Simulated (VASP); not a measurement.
# EuOs: single point with PBE

EuOs:

```xyz
2
Lattice="3.4561 0.0000 0.0000 0.0000 3.4561 0.0000 0.0000 0.0000 3.4561" Properties=species:S:1:pos:R:3 pbc="T T T"
Eu    0.0000    0.0000    0.0000
Os    1.7280    1.7280    1.7280
```

```json
{"Program": "VASP 6.6.1", "Task": "single point", "Functional": "PBE", "Potentials or basis": "VASP PAW PBE potentials, release 64 (Eu, Os)", "Cutoff": "520 eV", "k mesh": "10 × 10 × 10", "Occupations": "gaussian, width 0.05 eV", "Spin": "collinear spin, ferromagnetic start", "Starting moments": "[7.01, 0.0] μB"}
```

| Property | Result |
| --- | --- |
| Pressure | 0.2 GPa |
| Net moment | 5.79 μB per cell |
| Site moments | Eu +6.26; Os -0.73 μB |
| Valence electrons inside the program's atomic spheres | Eu 14.82; Os 7.00 |

Levels at points of the mesh, in eV from the Fermi level:
Spin up:
| k point | band 12 | band 13 | band 14 | band 15 | band 16 | band 17 | band 18 | band 19 |
| --- | --- | --- | --- | --- | --- | --- | --- | --- |
| (0.00, 0.00, 0.00) | -0.51 | -0.51 | -0.45 | -0.28 | -0.28 | -0.28 | 3.81 | 3.81 |
| (0.50, 0.00, 0.00) | -0.42 | -0.42 | -0.06 | 0.38 | 0.38 | 0.89 | 1.04 | 1.78 |
| (0.50, 0.50, 0.00) | -0.52 | -0.52 | -0.42 | -0.38 | 1.18 | 1.35 | 3.06 | 3.06 |
| (0.50, 0.50, 0.50) | -0.54 | -0.54 | -0.54 | -0.45 | -0.45 | -0.45 | 1.25 | 1.25 |
Spin down:
```csv
k point,band 7,band 8,band 9,band 10,band 11,band 12,band 13,band 14
"(0.00, 0.00, 0.00)",-3.41,-0.65,-0.65,-0.65,3.95,3.95,3.95,3.99
"(0.50, 0.00, 0.00)",-1.32,-0.81,-0.81,-0.40,1.08,1.88,3.77,3.77
"(0.50, 0.50, 0.00)",-1.86,-1.86,0.69,1.03,2.80,2.80,3.89,3.96
"(0.50, 0.50, 0.50)",-1.15,-0.19,-0.19,-0.19,0.76,0.76,2.02,4.05
```

Wall time 110 s on 1 thread of Intel(R) Xeon(R) Platinum 8488C (Sapphire Rapids) (shared host), peak memory 0.25 GiB.

Caveat: spin-orbit coupling is left out, which moves the levels of the heavy elements; semilocal functionals describe open f shells poorly, which spoils levels, moments and volumes. The state reached can hang on the start; a lower one may exist.
